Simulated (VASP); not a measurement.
# KTaO3 in VASP: further runs

Runs on KTaO3. Level: LDA. Tasks: single point.

Program: VASP 6.6.1. These are calculated values, not measurements. Logs are shortened: lines on timing, memory, paths and dates and some standing lists are left out, and cuts for length are marked.

### 1 The cell of the first run

Symmetry: P4/mmm, No. 123, tetragonal system. The conventional cell has a = 4.028 Å, b = 4.028 Å, c = 3.988 Å, α = 90.00°, β = 90.00°, γ = 90.00°. Within 3.7 Å of K (site symmetry 4/mmm) lie 12 O at 2.83 to 2.85 Å and 8 Ta at 3.48 Å. Within 2.6 Å of Ta (site symmetry 4/mmm) lie 6 O at 1.99 to 2.01 Å. Within 2.7 Å of O (site symmetry mmm) lie 2 Ta at 2.01 Å. Within 2.6 Å of O (site symmetry 4/mmm) lie 2 Ta at 1.99 Å.

### 2 Single point, LDA (equal xx and yy strain of +1 %)

INCAR reads:

```
SYSTEM = KTaO3
PREC = Accurate
ENCUT = 520
EDIFF = 1E-6
ISMEAR = -1
SIGMA = 0.01
LREAL = .FALSE.
LASPH = .TRUE.
NELM = 60
ALGO = Normal
ISIF = 2
LWAVE = .FALSE.
LCHARG = .FALSE.
GGA = CA
NBANDS = 27
```

KPOINTS reads:

```
Automatic mesh
0
G
  5 5 5
  0 0 0
```

POSCAR reads:

```
KTaO3
1.0
    4.0281830000      0.0000000000      0.0000000000
    0.0000000000      4.0281830000      0.0000000000
    0.0000000000      0.0000000000      3.9883000000
K Ta O
1 1 3
Direct
    0.5000000000      0.5000000000      0.5000000000
    0.0000000000      0.0000000000      0.0000000000
    0.5000000000      0.0000000000      0.0000000000
    0.0000000000      0.5000000000      0.0000000000
    0.0000000000      0.0000000000      0.5000000000
```

Potentials or basis: VASP PAW LDA potentials, release 64 (K_sv, Ta_pv, O).

Started as:

```
cat potpaw_LDA.64/K_sv/POTCAR potpaw_LDA.64/Ta_pv/POTCAR potpaw_LDA.64/O/POTCAR > POTCAR
mpirun -np 1 vasp_std > vasp.out
```

OUTCAR:

```text
SYSTEM = KTaO3
   PREC = Accurate
   ENCUT = 520
   EDIFF = 1E-6
   ISMEAR = -1
   LREAL = .FALSE.
   LASPH = .TRUE.
   NELM = 60
   ISIF = 2
   GGA = CA

 ion  position               nearest neighbor table
   1  0.500  0.500  0.500-   3 2.83   4 2.83   3 2.83   4 2.83   3 2.83   3 2.83   4 2.83   4 2.83
                             5 2.85   5 2.85   5 2.85   5 2.85   2 3.48   2 3.48   2 3.48   2 3.48
   2  0.000  0.000  0.000-   5 1.99   5 1.99   3 2.01   4 2.01   4 2.01   3 2.01   1 3.48   1 3.48
                             1 3.48   1 3.48   1 3.48   1 3.48   1 3.48   1 3.48
   3  0.500  0.000  0.000-   2 2.01   2 2.01   1 2.83   1 2.83   1 2.83   1 2.83
   4  0.000  0.500  0.000-   2 2.01   2 2.01   1 2.83   1 2.83   1 2.83   1 2.83
   5  0.000  0.000  0.500-   2 1.99   2 1.99   1 2.85   1 2.85   1 2.85   1 2.85

  LATTYP: Found a simple tetragonal cell.
 ALAT       =     4.0281830000
 C/A-ratio  =     0.9900990099

  Lattice vectors:

 A1 = (   4.0281830000,   0.0000000000,   0.0000000000)
 A2 = (   0.0000000000,   4.0281830000,   0.0000000000)
 A3 = (   0.0000000000,   0.0000000000,   3.9883000000)

Analysis of symmetry for initial positions (statically):
=====================================================================
 Subroutine PRICEL returns:
 Original cell was already a primitive cell.

 Routine SETGRP: Setting up the symmetry group for a
 simple tetragonal supercell.

 Subroutine GETGRP returns: Found 16 space group operations
 (whereof 16 operations were pure point group operations)
 out of a pool of 16 trial point group operations.

The static configuration has the point symmetry D_4h.

Analysis of symmetry for dynamics (positions and initial velocities):
=====================================================================
 Subroutine PRICEL returns:
 Original cell was already a primitive cell.

 Routine SETGRP: Setting up the symmetry group for a
 simple tetragonal supercell.

 Subroutine GETGRP returns: Found 16 space group operations
 (whereof 16 operations were pure point group operations)
 out of a pool of 16 trial point group operations.

The dynamic configuration has the point symmetry D_4h.

 Subroutine INISYM returns: Found 16 space group operations
 (whereof 16 operations are pure point group operations),
 and found     1 'primitive' translations

----------------------------------------------------------------------------------------

                                     Primitive cell

  volume of cell :      64.7152
[... 89 lines left out ...]
   LREAL  =      F    real-space projection
   EDIFFG = 0.1E-04   stopping-criterion for IOM
   NSW    =      0    number of steps for IOM
   IBRION =     -1    ionic relax: 0-MD 1-quasi-New 2-CG
   NFREE  =      0    steps in history (QN), initial steepest desc. (CG)
   ISIF   =      2    stress and relaxation
   ISYM   =      2    0-nonsym 1-usesym 2-fastsym
   POTIM  = 0.5000    time-step for ionic-motion
   TEBEG  =    0.0;   TEEND  =   0.0 temperature during run
   PSTRESS=    0.0 pullay stress
   NELECT =      38.0000    total number of electrons
   NUPDOWN=      -1.0000    fix difference up-down
   EMIN   =  10.00;   EMAX   =-10.00  energy-range for DOS
   EFERMI =   0.00;   METHOD = LEGACY
   ISMEAR =    -1;   SIGMA  =   0.01  broadening in eV -4-tet -1-fermi 0-gaus
   EFERMI_NEDOS =   21; number of points for ismear=-14 and -15
   IALGO  =     38    algorithm
   IMIX   =      4    mixing-type and parameters
     AMIX     =   0.40;   BMIX     =  1.00
     AMIX_MAG =   1.60;   BMIX_MAG =  1.00
  volume/ion in A,a.u.               =      12.94        87.34
  Fermi-wavevector in a.u.,A,eV,Ry     =   1.370884  2.590595 25.569732  1.879322
  Thomas-Fermi vector in A             =   2.496630
   LORBIT       =      0    0 simple, 1 ext, 2 COOP (PROOUT), +10 PAW based schemes
   GGA     = CA    functional components
   LHFCALC =     F    Hartree Fock is set to
   AEXX    =    0.0000 exact exchange contribution
   IVDW    =     0    specifies the selected vdW correction
   LEPSILON=     F    determine dielectric tensor
   LRPA    =     F    only Hartree local field effects (RPA)
 non-spin polarized calculation
  energy-cutoff  :      520.00
  volume of cell :       64.72
 maximum number of plane-waves:      1767
 NGX is ok and might be reduce to    30
   NGX = 15   NGY = 15   NGZ = 15

 number of electron      37.9999979 magnetization

 Free energy of the ion-electron system (eV)
  ---------------------------------------------------
  ext. energy  EPLUGINS =         0.00000000
  ---------------------------------------------------
  free energy    TOTEN  =       -44.98275146 eV

  energy without entropy =      -44.98275146  energy(sigma->0) =      -44.98275146

 E-fermi :   1.5307     XC(G=0): -11.3281

 val. band max:        1.2762884548   @ k =   0.4000   0.4000   0.4000
 cond. band min:       3.3529661563   @ k =   0.0000   0.0000   0.0000
 fundamental gap:      2.0766777015
 Fermi energy:         1.5307441084

 k-point     1 :       0.0000    0.0000    0.0000
  band No.  band energies     occupation
      1     -32.6295      2.00000
      2     -32.6131      2.00000
      3     -32.6131      2.00000
      4     -25.5025      2.00000
      5     -15.8070      2.00000
      6     -15.1065      2.00000
[... 529 lines left out ...]
     26      12.2117      0.00000
     27      12.9572      0.00000

------------------------ aborting loop because EDIFF is reached ----------------------------------------

  FORCE on cell =-STRESS in cart. coord.  units (eV):
  Direction    XX          YY          ZZ          XY          YZ          ZX
  --------------------------------------------------------------------------------------
  -------------------------------------------------------------------------------------
  Total       -3.7619439     -3.7619439     -2.3626070      0.0000000      0.0000000      0.0000000
  in kB      -93.1358091    -93.1358091    -58.4919185      0.0000000      0.0000000      0.0000000
  external PRESSURE =     -81.5878455 kB  Pullay stress =       0.0000000 kB

 VOLUME and BASIS-vectors are now :
 -----------------------------------------------------------------------------
  energy-cutoff  :      520.00
  volume of cell :       64.72
      direct lattice vectors                 reciprocal lattice vectors
     4.028183000  0.000000000  0.000000000     0.248250886  0.000000000  0.000000000
     0.000000000  4.028183000  0.000000000     0.000000000  0.248250886  0.000000000
     0.000000000  0.000000000  3.988300000     0.000000000  0.000000000  0.250733395

 POSITION                                       TOTAL-FORCE (eV/Angst)
 -----------------------------------------------------------------------------------
      2.01409      2.01409      1.99415         0.000000      0.000000      0.000000
      0.00000      0.00000      0.00000         0.000000      0.000000      0.000000
      2.01409      0.00000      0.00000         0.000000      0.000000      0.000000
      0.00000      2.01409      0.00000         0.000000      0.000000      0.000000
      0.00000      0.00000      1.99415         0.000000      0.000000      0.000000
 -----------------------------------------------------------------------------------
    total drift:                                0.000000     -0.000000      0.000000

  FREE ENERGIE OF THE ION-ELECTRON SYSTEM (eV)
  ---------------------------------------------------
  free  energy   TOTEN  =       -44.9827514574 eV

  energy  without entropy=      -44.9827514574  energy(sigma->0) =      -44.98275146
```

stdout:

```text
POSCAR found type information on POSCAR K TaO
 POSCAR found :  3 types and       5 ions
 scaLAPACK will be used
 LDA part: xc-table for (Slater(with rela. corr.)+CA(PZ))
 , standard interpolation
 POSCAR, INCAR and KPOINTS ok, starting setup
 FFT: planning ... GRIDC
 FFT: planning ... GRID_SOFT
 FFT: planning ... GRID
 WAVECAR not read
 entering main loop
```

Wall time 65 s (1 thread of Intel Xeon 8259CL, shared host); peak memory 0.17 GiB.

Results:

| Property | Result |
| --- | --- |
| Free energy | -44.9828 eV |
| Pressure | -8.2 GPa |
| Band gap on the k mesh | 2.08 eV (least direct gap 2.59 eV) |

Stress tensor (GPa, compression positive):
```
-9.31  0.00  0.00
 0.00 -9.31  0.00
 0.00  0.00 -5.85
```

Caveat: the cell differs from its parent crystal (equal xx and yy strain of +1 %); the cell stands under tension; spin-orbit coupling is left out, which moves the levels of the heavy elements; an odd mesh through Γ misses points on the zone boundary, where band edges can lie.

### 3 Single point, LDA (equal xx and yy strain of +3 %)

INCAR reads:

```
ALGO     = Normal         # electronic algorithm
EDIFF    = 1E-6           # SCF threshold, eV
ENCUT    = 520            # plane-wave cutoff, eV
ISIF     = 2              # what is computed and relaxed
ISMEAR   = -1             # smearing method
LASPH    = True           # aspherical terms in the spheres
LCHARG   = False          # write CHGCAR
LREAL    = False          # projectors in reciprocal space
LWAVE    = False          # write WAVECAR
NBANDS   = 27             # bands
NELM     = 80             # most SCF steps
PREC     = Accurate       # precision mode
SIGMA    = 0.01           # smearing width, eV
```

KPOINTS reads:

```
k-points
0
Gamma
  5 5 5
```

POSCAR, as its differences from that of step 2:

```diff
@@ -2,4 +2,4 @@
 1.0
-    4.0281830000      0.0000000000      0.0000000000
-    0.0000000000      4.0281830000      0.0000000000
+    4.1079490000      0.0000000000      0.0000000000
+    0.0000000000      4.1079490000      0.0000000000
     0.0000000000      0.0000000000      3.9883000000
```

Potentials or basis: VASP PAW LDA potentials, release 64 (K_sv, Ta_pv, O).

Started as:

```
cat potpaw_LDA.64/K_sv/POTCAR potpaw_LDA.64/Ta_pv/POTCAR potpaw_LDA.64/O/POTCAR > POTCAR
mpirun -np 1 vasp_std > vasp.out
```

OUTCAR:

```text
EDIFF = 1E-6
   ENCUT = 520
   ISIF = 2
   ISMEAR = -1
   LASPH = True
   LREAL = False
   NELM = 80
   PREC = Accurate

 ion  position               nearest neighbor table
   1  0.500  0.500  0.500-   3 2.86   4 2.86   3 2.86   4 2.86   3 2.86   3 2.86   4 2.86   4 2.86
                             2 3.52   2 3.52   2 3.52   2 3.52   2 3.52   2 3.52   2 3.52   2 3.52
   2  0.000  0.000  0.000-   5 1.99   5 1.99   3 2.05   4 2.05   4 2.05   3 2.05   1 3.52   1 3.52
                             1 3.52   1 3.52   1 3.52   1 3.52   1 3.52   1 3.52
   3  0.500  0.000  0.000-   2 2.05   2 2.05   1 2.86   1 2.86   1 2.86   1 2.86
   4  0.000  0.500  0.000-   2 2.05   2 2.05   1 2.86   1 2.86   1 2.86   1 2.86
   5  0.000  0.000  0.500-   2 1.99   2 1.99

  LATTYP: Found a simple tetragonal cell.
 ALAT       =     4.1079490000
 C/A-ratio  =     0.9708737864

  Lattice vectors:

 A1 = (   4.1079490000,   0.0000000000,   0.0000000000)
 A2 = (   0.0000000000,   4.1079490000,   0.0000000000)
 A3 = (   0.0000000000,   0.0000000000,   3.9883000000)

Analysis of symmetry for initial positions (statically):
=====================================================================
 Subroutine PRICEL returns:
 Original cell was already a primitive cell.

 Routine SETGRP: Setting up the symmetry group for a
 simple tetragonal supercell.

 Subroutine GETGRP returns: Found 16 space group operations
 (whereof 16 operations were pure point group operations)
 out of a pool of 16 trial point group operations.

The static configuration has the point symmetry D_4h.

Analysis of symmetry for dynamics (positions and initial velocities):
=====================================================================
 Subroutine PRICEL returns:
 Original cell was already a primitive cell.

 Routine SETGRP: Setting up the symmetry group for a
 simple tetragonal supercell.

 Subroutine GETGRP returns: Found 16 space group operations
 (whereof 16 operations were pure point group operations)
 out of a pool of 16 trial point group operations.

The dynamic configuration has the point symmetry D_4h.

 Subroutine INISYM returns: Found 16 space group operations
 (whereof 16 operations are pure point group operations),
 and found     1 'primitive' translations

----------------------------------------------------------------------------------------

                                     Primitive cell

  volume of cell :      67.3035

  direct lattice vectors                    reciprocal lattice vectors
     4.107949000  0.000000000  0.000000000     0.243430481  0.000000000  0.000000000
     0.000000000  4.107949000  0.000000000     0.000000000  0.243430481  0.000000000
     0.000000000  0.000000000  3.988300000     0.000000000  0.000000000  0.250733395

  length of vectors
     4.107949000  4.107949000  3.988300000     0.243430481  0.243430481  0.250733395

  position of ions in fractional coordinates (direct lattice)
     0.500000000  0.500000000  0.500000000
     0.000000000  0.000000000  0.000000000
     0.500000000  0.000000000  0.000000000
     0.000000000  0.500000000  0.000000000
     0.000000000  0.000000000  0.500000000

  ion indices of the primitive-cell ions
   primitive index   ion index
                 1           1
                 2           2
                 3           3
                 4           4
                 5           5

[... 29 lines left out ...]
  0.200000  0.000000  0.000000      4.000000
  0.400000  0.000000  0.000000      4.000000
  0.200000  0.200000  0.000000      4.000000
  0.400000  0.200000  0.000000      8.000000
  0.400000  0.400000  0.000000      4.000000
[... 10 lines left out ...]
  0.400000  0.200000  0.400000     16.000000
  0.400000  0.400000  0.400000      8.000000
   k-points           NKPTS =     18   k-points in BZ     NKDIM =     18   number of bands    NBANDS=     27
   number of dos      NEDOS =    301   number of ions     NIONS =      5
   total plane-waves  NPLWV =  30720
   dimension x,y,z NGX =    32 NGY =   32 NGZ =   30
   dimension x,y,z NGXF=    64 NGYF=   64 NGZF=   60
   ions per type =               1   1   3
   NGX,Y,Z   is equivalent  to a cutoff of  12.95, 12.95, 12.51 a.u.
   NGXF,Y,Z  is equivalent  to a cutoff of  25.90, 25.90, 25.01 a.u.
 SYSTEM =  unknown system
   PREC   = accura    normal or accurate (medium, high low for compatibility)
   ISTART =      0    job   : 0-new  1-cont  2-samecut
   ICHARG =      2    charge: 1-file 2-atom 10-const
   ISPIN  =      1    spin polarized calculation?
   LNONCOLLINEAR =      F non collinear calculations
   LSORBIT =      F    spin-orbit coupling
   LASPH  =      T    aspherical Exc in radial PAW
   ENCUT  =  520.0 eV  38.22 Ry    6.18 a.u.   7.64  7.64  7.42*2*pi/ulx,y,z
   NELM   =     80;   NELMIN=  2; NELMDL= -5     # of ELM steps
   EDIFF  = 0.1E-05   stopping-criterion for ELM
   LREAL  =      F    real-space projection
   EDIFFG = 0.1E-04   stopping-criterion for IOM
   NSW    =      0    number of steps for IOM
   IBRION =     -1    ionic relax: 0-MD 1-quasi-New 2-CG
   NFREE  =      0    steps in history (QN), initial steepest desc. (CG)
   ISIF   =      2    stress and relaxation
   ISYM   =      2    0-nonsym 1-usesym 2-fastsym
   POTIM  = 0.5000    time-step for ionic-motion
   TEBEG  =    0.0;   TEEND  =   0.0 temperature during run
   PSTRESS=    0.0 pullay stress
   NELECT =      38.0000    total number of electrons
   NUPDOWN=      -1.0000    fix difference up-down
   EMIN   =  10.00;   EMAX   =-10.00  energy-range for DOS
   EFERMI =   0.00;   METHOD = LEGACY
   ISMEAR =    -1;   SIGMA  =   0.01  broadening in eV -4-tet -1-fermi 0-gaus
   EFERMI_NEDOS =   21; number of points for ismear=-14 and -15
   IALGO  =     38    algorithm
   IMIX   =      4    mixing-type and parameters
     AMIX     =   0.40;   BMIX     =  1.00
     AMIX_MAG =   1.60;   BMIX_MAG =  1.00
  volume/ion in A,a.u.               =      13.46        90.84
  Fermi-wavevector in a.u.,A,eV,Ry     =   1.353080  2.556950 24.909884  1.830825
  Thomas-Fermi vector in A             =   2.480365
   LORBIT       =      0    0 simple, 1 ext, 2 COOP (PROOUT), +10 PAW based schemes
   GGA     = CA    functional components
   LHFCALC =     F    Hartree Fock is set to
   AEXX    =    0.0000 exact exchange contribution
   IVDW    =     0    specifies the selected vdW correction
   LEPSILON=     F    determine dielectric tensor
   LRPA    =     F    only Hartree local field effects (RPA)
 non-spin polarized calculation
  energy-cutoff  :      520.00
  volume of cell :       67.30
 maximum number of plane-waves:      1831
 NGX is ok and might be reduce to    32
   NGX = 15   NGY = 15   NGZ = 15

 number of electron      38.0000008 magnetization

 Free energy of the ion-electron system (eV)
  ---------------------------------------------------
  ext. energy  EPLUGINS =         0.00000000
  ---------------------------------------------------
  free energy    TOTEN  =       -44.76736628 eV

  energy without entropy =      -44.76736628  energy(sigma->0) =      -44.76736628

 E-fermi :   1.3034     XC(G=0): -11.1296

 val. band max:        1.0241305140   @ k =   0.4000   0.4000   0.4000
 cond. band min:       2.9883445589   @ k =   0.0000   0.0000   0.0000
 fundamental gap:      1.9642140449
 Fermi energy:         1.3034187699

 k-point     1 :       0.0000    0.0000    0.0000
  band No.  band energies     occupation
      1     -33.0831      2.00000
      2     -33.0419      2.00000
      3     -33.0419      2.00000
      4     -25.7980      2.00000
      5     -15.9953      2.00000
      6     -15.2801      2.00000
[... 529 lines left out ...]
     26      11.6628      0.00000
     27      11.9227      0.00000

------------------------ aborting loop because EDIFF is reached ----------------------------------------

  FORCE on cell =-STRESS in cart. coord.  units (eV):
  Direction    XX          YY          ZZ          XY          YZ          ZX
  --------------------------------------------------------------------------------------
  -------------------------------------------------------------------------------------
  Total       -7.2813713     -7.2813713     -3.5051115      0.0000000      0.0000000      0.0000000
  in kB     -173.3348363   -173.3348363    -83.4400431      0.0000000      0.0000000      0.0000000
  external PRESSURE =    -143.3699053 kB  Pullay stress =       0.0000000 kB

 VOLUME and BASIS-vectors are now :
 -----------------------------------------------------------------------------
  energy-cutoff  :      520.00
  volume of cell :       67.30
      direct lattice vectors                 reciprocal lattice vectors
     4.107949000  0.000000000  0.000000000     0.243430481  0.000000000  0.000000000
     0.000000000  4.107949000  0.000000000     0.000000000  0.243430481  0.000000000
     0.000000000  0.000000000  3.988300000     0.000000000  0.000000000  0.250733395

 POSITION                                       TOTAL-FORCE (eV/Angst)
 -----------------------------------------------------------------------------------
      2.05397      2.05397      1.99415         0.000000      0.000000      0.000000
      0.00000      0.00000      0.00000         0.000000      0.000000      0.000000
      2.05397      0.00000      0.00000         0.000000      0.000000      0.000000
      0.00000      2.05397      0.00000         0.000000      0.000000      0.000000
      0.00000      0.00000      1.99415         0.000000      0.000000      0.000000
 -----------------------------------------------------------------------------------
    total drift:                                0.000000      0.000000     -0.000000

  FREE ENERGIE OF THE ION-ELECTRON SYSTEM (eV)
  ---------------------------------------------------
  free  energy   TOTEN  =       -44.7673662767 eV

  energy  without entropy=      -44.7673662767  energy(sigma->0) =      -44.76736628
```

It took 64 s on 1 thread of Intel Xeon 8259CL, shared host; peak memory 0.17 GiB.

What came out:

| Quantity | Value |
| --- | --- |
| Free energy | -44.7674 eV |
| Pressure | -14.3 GPa |
| Band gap on the k mesh | 1.96 eV (least direct gap 2.48 eV) |

Levels at points of the mesh, in eV from the valence-band top:
```csv
k point,band 17,band 18,band 19,band 20,band 21,band 22
"(0.00, 0.00, 0.00)",-0.54,-0.54,-0.52,1.96,2.00,2.00
```

Caveat: the cell differs from its parent crystal (equal xx and yy strain of +3 %); the cell stands under tension; spin-orbit coupling is left out, which moves the levels of the heavy elements; an odd mesh through Γ misses points on the zone boundary, where band edges can lie.

(Continued in part 2 of 2.)
